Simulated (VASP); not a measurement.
# HgTe (I-4m2) in VASP: notebook

HgTe is run at these levels: LDA; tasks: single point.

All numbers are computed with VASP 6.6.1; they aren't measurements. Logs are shortened: lines on timing, memory, paths and dates and some standing lists are left out, and cuts for length are marked.

### Step 1. The cell of the first run

The structure is tetragonal, space group I-4m2 (No. 119). Conventional cell: a = 6.050 Å, b = 6.050 Å, c = 3.098 Å, α = 90.00°, β = 90.00°, γ = 90.00°. Within 4.1 Å of Hg (site symmetry -4m2) lie 2 Hg at 3.10 Å and 8 Te at 3.12 to 3.81 Å. Te (site symmetry -4m2) has 2 Te at 3.10 Å and 8 Hg at 3.12 to 3.81 Å within 4.1 Å.

### Step 2. Single point, LDA

Contents of INCAR:

```
PREC = Accurate
ENCUT = 520
EDIFF = 1E-6
ISMEAR = -1
SIGMA = 0.05
LREAL = F
LASPH = T
NELM = 80
ALGO = Normal
ISIF = 2
LWAVE = F
LCHARG = T
GGA = CA
LELF = T
LVHAR = T
NBANDS = 16
```

Contents of KPOINTS:

```
regular mesh
0
Gamma
  10 10 10
```

Contents of POSCAR:

```
HgTe
1.0
   -3.0251620955      3.0251620955      1.5489438457
    3.0251620955     -3.0251620955      1.5489438457
    3.0251620955      3.0251620955     -1.5489438457
Hg Te
1 1
Direct
    0.7500000000      0.2500000000      0.5000000000
    0.0000000000      0.0000000000      0.0000000000
```

Potentials or basis: VASP PAW LDA potentials, release 64 (Hg, Te).

Run with:

```sh
cat potpaw_LDA.64/Hg/POTCAR potpaw_LDA.64/Te/POTCAR > POTCAR
mpirun -np 1 vasp_std > vasp.out
```

OUTCAR:

```text
PREC = Accurate
   ENCUT = 520
   EDIFF = 1E-6
   ISMEAR = -1
   LREAL = F
   LASPH = T
   NELM = 80
   ISIF = 2
   GGA = CA

 ion  position               nearest neighbor table
   1  0.750  0.250  0.500-   2 3.12   2 3.12   2 3.12   2 3.12
   2  0.000  0.000  0.000-   1 3.12   1 3.12   1 3.12   1 3.12

  LATTYP: Found a body centered tetragonal cell.
 ALAT       =     6.0503241910
 C/A-ratio  =     0.5120201156

  Lattice vectors:

 A1 = (  -3.0251620955,   3.0251620955,   1.5489438457)
 A2 = (   3.0251620955,  -3.0251620955,   1.5489438457)
 A3 = (   3.0251620955,   3.0251620955,  -1.5489438457)

Analysis of symmetry for initial positions (statically):
=====================================================================
 Subroutine PRICEL returns:
 Original cell was already a primitive cell.

 Routine SETGRP: Setting up the symmetry group for a
 body centered tetragonal supercell.

 Subroutine GETGRP returns: Found  8 space group operations
 (whereof  8 operations were pure point group operations)
 out of a pool of 16 trial point group operations.

The static configuration has the point symmetry D_2d.

Analysis of symmetry for dynamics (positions and initial velocities):
=====================================================================
 Subroutine PRICEL returns:
 Original cell was already a primitive cell.

 Routine SETGRP: Setting up the symmetry group for a
 body centered tetragonal supercell.

 Subroutine GETGRP returns: Found  8 space group operations
 (whereof  8 operations were pure point group operations)
 out of a pool of 16 trial point group operations.

The dynamic configuration has the point symmetry D_2d.

 Subroutine INISYM returns: Found  8 space group operations
 (whereof  8 operations are pure point group operations),
 and found     1 'primitive' translations

----------------------------------------------------------------------------------------

                                     Primitive cell

  volume of cell :      56.7013

  direct lattice vectors                    reciprocal lattice vectors
    -3.025162095  3.025162095  1.548943846     0.000000000  0.165280400  0.322800598
     3.025162095 -3.025162095  1.548943846     0.165280400  0.000000000  0.322800598
     3.025162095  3.025162095 -1.548943846     0.165280400  0.165280400  0.000000000
[... 75 lines left out ...]
   PREC   = accura    normal or accurate (medium, high low for compatibility)
   ISTART =      0    job   : 0-new  1-cont  2-samecut
   ICHARG =      2    charge: 1-file 2-atom 10-const
   ISPIN  =      1    spin polarized calculation?
   LNONCOLLINEAR =      F non collinear calculations
   LSORBIT =      F    spin-orbit coupling
   LASPH  =      T    aspherical Exc in radial PAW
   ENCUT  =  520.0 eV  38.22 Ry    6.18 a.u.   8.46  8.46  8.46*2*pi/ulx,y,z
   NELM   =     80;   NELMIN=  2; NELMDL= -5     # of ELM steps
   EDIFF  = 0.1E-05   stopping-criterion for ELM
   LREAL  =      F    real-space projection
   EDIFFG = 0.1E-04   stopping-criterion for IOM
   NSW    =      0    number of steps for IOM
   IBRION =     -1    ionic relax: 0-MD 1-quasi-New 2-CG
   NFREE  =      0    steps in history (QN), initial steepest desc. (CG)
   ISIF   =      2    stress and relaxation
   ISYM   =      2    0-nonsym 1-usesym 2-fastsym
   POTIM  = 0.5000    time-step for ionic-motion
   TEBEG  =    0.0;   TEEND  =   0.0 temperature during run
   PSTRESS=    0.0 pullay stress
   NELECT =      18.0000    total number of electrons
   NUPDOWN=      -1.0000    fix difference up-down
   EMIN   =  10.00;   EMAX   =-10.00  energy-range for DOS
   EFERMI =   0.00;   METHOD = LEGACY
   ISMEAR =    -1;   SIGMA  =   0.05  broadening in eV -4-tet -1-fermi 0-gaus
   EFERMI_NEDOS =   21; number of points for ismear=-14 and -15
   IALGO  =     38    algorithm
   IMIX   =      4    mixing-type and parameters
     AMIX     =   0.40;   BMIX     =  1.00
     AMIX_MAG =   1.60;   BMIX_MAG =  1.00
  volume/ion in A,a.u.               =      28.35       191.32
  Fermi-wavevector in a.u.,A,eV,Ry     =   1.116781  2.110410 16.969183  1.247200
  Thomas-Fermi vector in A             =   2.253398
   LORBIT       =      0    0 simple, 1 ext, 2 COOP (PROOUT), +10 PAW based schemes
   GGA     = CA    functional components
   LHFCALC =     F    Hartree Fock is set to
   AEXX    =    0.0000 exact exchange contribution
   IVDW    =     0    specifies the selected vdW correction
   LEPSILON=     F    determine dielectric tensor
   LRPA    =     F    only Hartree local field effects (RPA)
 non-spin polarized calculation
  energy-cutoff  :      520.00
  volume of cell :       56.70
 maximum number of plane-waves:      1543
 NGX is ok and might be reduce to    36
   NGX = 17   NGY = 17   NGZ = 17

 number of electron      18.0000000 magnetization

 Free energy of the ion-electron system (eV)
  ---------------------------------------------------
  ext. energy  EPLUGINS =         0.00000000
  ---------------------------------------------------
  free energy    TOTEN  =        -4.71423428 eV

  energy without entropy =       -4.70378156  energy(sigma->0) =       -4.70900792

 E-fermi :   4.4186     XC(G=0): -10.1871

 val. band max:        4.4104532927   @ k =   0.2000   0.1000   0.0000
 cond. band min:       4.4329851523   @ k =  -0.4000   0.5000   0.1000
 fundamental gap:      0.0225318597
 Fermi energy:         4.4186218928

 k-point     1 :       0.0000    0.0000    0.0000
  band No.  band energies     occupation
      1      -8.1282      2.00000
      2      -3.0823      2.00000
      3      -2.3427      2.00000
      4      -2.2595      2.00000
      5      -1.8019      2.00000
      6      -1.8019      2.00000
[... 433 lines left out ...]
      3      -2.3871      2.00000
      4      -2.1694      2.00000
      5      -2.0871      2.00000
      6      -2.0731      2.00000
[... 8 lines left out ...]
     15      14.3716      0.00000
     16      15.5259      0.00000

 [... further k-points ...]
[... 5 lines left out ...]
  --------------------------------------------------------------------------------------
  -------------------------------------------------------------------------------------
  Total       -1.9213532     -1.9213532     -0.3584240      0.0000000      0.0000000      0.0000000
  in kB      -54.2906240    -54.2906240    -10.1277911      0.0000000      0.0000000      0.0000000
  external PRESSURE =     -39.5696797 kB  Pullay stress =       0.0000000 kB

 VOLUME and BASIS-vectors are now :
 -----------------------------------------------------------------------------
  energy-cutoff  :      520.00
  volume of cell :       56.70
      direct lattice vectors                 reciprocal lattice vectors
    -3.025162095  3.025162095  1.548943846     0.000000000  0.165280400  0.322800598
     3.025162095 -3.025162095  1.548943846     0.165280400  0.000000000  0.322800598
     3.025162095  3.025162095 -1.548943846     0.165280400  0.165280400  0.000000000

 POSITION                                       TOTAL-FORCE (eV/Angst)
 -----------------------------------------------------------------------------------
      0.00000      3.02516      0.77447         0.000000     -0.000000      0.000000
      0.00000      0.00000      0.00000        -0.000000      0.000000     -0.000000
 -----------------------------------------------------------------------------------
    total drift:                               -0.000000      0.000000     -0.000000

  FREE ENERGIE OF THE ION-ELECTRON SYSTEM (eV)
  ---------------------------------------------------
  free  energy   TOTEN  =        -4.7142342782 eV

  energy  without entropy=       -4.7037815556  energy(sigma->0) =       -4.70900792
```

OSZICAR:

```text
N       E                     dE             d eps       ncg     rms          rms(c)
DAV:   1     0.977248558926E+02    0.97725E+02   -0.78009E+03  3272   0.971E+02
DAV:   2    -0.188572357351E+01   -0.99611E+02   -0.92195E+02  3832   0.229E+02
DAV:   3    -0.487765924001E+01   -0.29919E+01   -0.29831E+01  4040   0.397E+01
DAV:   4    -0.489138862887E+01   -0.13729E-01   -0.13728E-01  4080   0.291E+00
DAV:   5    -0.489155754785E+01   -0.16892E-03   -0.16892E-03  4224   0.328E-01    0.757E+00
DAV:   6    -0.472276693111E+01    0.16879E+00   -0.34904E-01  3872   0.736E+00    0.525E+00
DAV:   7    -0.471608895842E+01    0.66780E-02   -0.36870E-02  3816   0.139E+00    0.191E+00
DAV:   8    -0.471430482080E+01    0.17841E-02   -0.34204E-03  3848   0.604E-01    0.254E-01
DAV:   9    -0.471423038226E+01    0.74439E-04   -0.23321E-04  4256   0.148E-01    0.742E-02
DAV:  10    -0.471423367201E+01   -0.32898E-05   -0.16618E-05  4008   0.359E-02    0.360E-02
DAV:  11    -0.471423427824E+01   -0.60623E-06   -0.32535E-06  4032   0.163E-02
   1 F= -.47142343E+01 E0= -.47090079E+01  d E =-.104527E-01
```

stdout:

```text
POSCAR found type information on POSCAR HgTe
 POSCAR found :  2 types and       2 ions
 scaLAPACK will be used
 LDA part: xc-table for (Slater(with rela. corr.)+CA(PZ))
 , standard interpolation
 POSCAR, INCAR and KPOINTS ok, starting setup
 FFT: planning ... GRIDC
 FFT: planning ... GRID_SOFT
 FFT: planning ... GRID
 WAVECAR not read
 entering main loop
```

It took 1.8 min on 1 thread of Intel Xeon 8259CL, shared host; peak memory 0.24 GiB.

What came out:

```
Free energy            : -4.7142 eV
Pressure               : -4.0 GPa
Band gap on the k mesh : zero (bands 9 and 10 overlap by 3.48 eV)
```

Stress tensor (GPa, compression positive):
```
-5.43  0.00  0.00
 0.00 -5.43  0.00
 0.00  0.00 -1.01
```

Caveat: the cell stands under tension; spin-orbit coupling is left out, which moves the levels of the heavy elements.

### Step 3. Single point, LDA

This run uses another cell than the first one, of 29.51 Å³/atom.

Contents of INCAR:

```
  PREC = Accurate
  ENCUT = 520
  EDIFF = 1E-7
  ISMEAR = -1
  SIGMA = 0.05
  LREAL = False
  LASPH = True
  NELM = 100
  ALGO = Normal
  ISIF = 2
  LWAVE = False
  LCHARG = True
  GGA = CA
  LELF = True
  LVHAR = True
  NBANDS = 16
```

KPOINTS is that of step 2.

Contents of POSCAR:

```
HgTe
1.0
   -3.0657731441      3.0657731441      1.5697375195
    3.0657731441     -3.0657731441      1.5697375195
    3.0657731441      3.0657731441     -1.5697375195
Hg Te
1 1
Direct
    0.7500000000      0.2500000000      0.5000000000
    0.0000000000      0.0000000000      0.0000000000
```

Potentials or basis: VASP PAW LDA potentials, release 64 (Hg, Te).

Run with:

```sh
cat potpaw_LDA.64/Hg/POTCAR potpaw_LDA.64/Te/POTCAR > POTCAR
mpirun -np 1 vasp_std > vasp.out
```

Run time: 1.9 min. Hardware: 1 thread of Intel Xeon 8259CL, shared host; peak memory 0.24 GiB.

It converged, with:

```yaml
Free_energy: -4.6474 eV
Pressure: -5.3 GPa
Band_gap_on_the_k_mesh: zero (bands 9 and 10 overlap by 3.27 eV)
```

Stress tensor (GPa, compression positive):
```
-6.54  0.00  0.00
 0.00 -6.54  0.00
 0.00  0.00 -2.86
```

Levels at points of the mesh, in eV from the Fermi level:
```
           k point  band 6  band 7  band 8  band 9  band 10  band 11  band 12  band 13
(0.00, 0.00, 0.00)   -6.11   -3.46   -2.29   -2.29     3.41     4.69     6.81     6.81
(0.50, 0.00, 0.00)   -6.09   -4.37   -1.87   -0.99    -0.11     3.15     3.87     5.85
(0.50, 0.50, 0.00)   -6.07   -5.96   -0.81    1.45     1.99     2.86     3.44     8.78
(0.50, 0.50, 0.50)   -6.07   -4.32   -4.13   -4.13     3.10     7.33     7.87     7.87
```

Caveat: the cell stands under tension; spin-orbit coupling is left out, which moves the levels of the heavy elements.
